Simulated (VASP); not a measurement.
A run of VASP 6.6.1:

Contents of INCAR:

```
  PREC = Accurate
  ENCUT = 600
  EDIFF = 1E-7
  ISMEAR = 0
  SIGMA = 0.1
  LREAL = False
  LASPH = True
  NELM = 100
  ALGO = Normal
  ISIF = 3
  LWAVE = False
  LCHARG = False
  GGA = PE
  IBRION = 2
  NSW = 100
  EDIFFG = -0.01
```

KPOINTS

```
Automatic mesh
0
Gamma
  8 8 8
```

File POSCAR:

```
NaLi2
1.0
    0.0000000000      4.2480999988      4.2480999988
    4.2480999988      0.0000000000      4.2480999988
    4.2480999988      4.2480999988      0.0000000000
Na Li
2 4
Direct
    0.5000000000      0.5000000000      0.5000000000
    0.7500000000      0.7500000000      0.7500000000
    0.1250000000      0.1250000000      0.1250000000
    0.6250000000      0.1250000000      0.1250000000
    0.1250000000      0.1250000000      0.6250000000
    0.1250000000      0.6250000000      0.1250000000
```

Potentials or basis: VASP PAW PBE potentials, release 64 (Na_pv, Li_sv).

Launch:

```sh
$ cat potpaw_PBE.64/Na_pv/POTCAR potpaw_PBE.64/Li_sv/POTCAR > POTCAR
$ mpirun -np 1 vasp_std > vasp.out
```

Hardware: 1 thread of Intel(R) Xeon(R) Platinum 8375C CPU @ 2.90GHz (Ice Lake) (shared host).

Task: How long does it take, and how much memory?

Result: Wall time 3.1 min on 1 thread of Intel(R) Xeon(R) Platinum 8375C CPU @ 2.90GHz (Ice Lake) (shared host), peak memory 0.36 GiB. Counts: scf iterations 28, k points 29, ion steps 3.
